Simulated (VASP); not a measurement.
Wanted: the native input for a VASP 6.6.1 run.

```yaml
Task: single point
Functional: PBE
Potentials_or_basis: VASP PAW PBE potentials, release 64 (Si, C)
Cutoff: 600 eV
k_mesh: 15 × 15 × 8
Occupations: gaussian, width 0.02 eV
Spin: no spin polarisation
Dipole_correction: no
Further_INCAR_settings: ALGO = Normal; EDIFF = 1e-06; NBANDS = 16
```

The structure of SiC lies in POSCAR:

```
SiC
1.0
    3.0760000000      0.0000000000      0.0000000000
   -1.5380000000      2.6638941420      0.0000000000
    0.0000000000      0.0000000000      5.0480000000
Si C
2 2
Direct
    0.3333333333      0.6666666667      0.0000000000
    0.6666666667      0.3333333333      0.5000000000
    0.3333333333      0.6666666667      0.3850000000
    0.6666666667      0.3333333333      0.8850000000
```

The input as run:

INCAR

```
PREC = Accurate ; ENCUT = 600
EDIFF = 1E-6 ; ISMEAR = 0
SIGMA = 0.02 ; LREAL = False
LASPH = True ; NELM = 120
ALGO = Normal ; ISIF = 2
LWAVE = False ; LCHARG = False
GGA = PE ; NBANDS = 16
GGA_COMPAT = False
```

KPOINTS

```
Automatic mesh
0
Gamma
  15 15 8
```

Potentials or basis: VASP PAW PBE potentials, release 64 (Si, C).

Launch:

```bash
$ cat potpaw_PBE.64/Si/POTCAR potpaw_PBE.64/C/POTCAR > POTCAR
$ mpirun -np 1 vasp_std > vasp.out
```

It gave:

- Pressure: 3.5 GPa
- Largest force: 0.753 eV/Å
- Band gap on the k mesh: 2.32 eV (least direct gap 4.09 eV)

Caveat: the cell stands under pressure.

Wall time 2.3 min on 1 thread of Intel Xeon 8259CL, with other jobs on the host, peak memory 0.24 GiB.
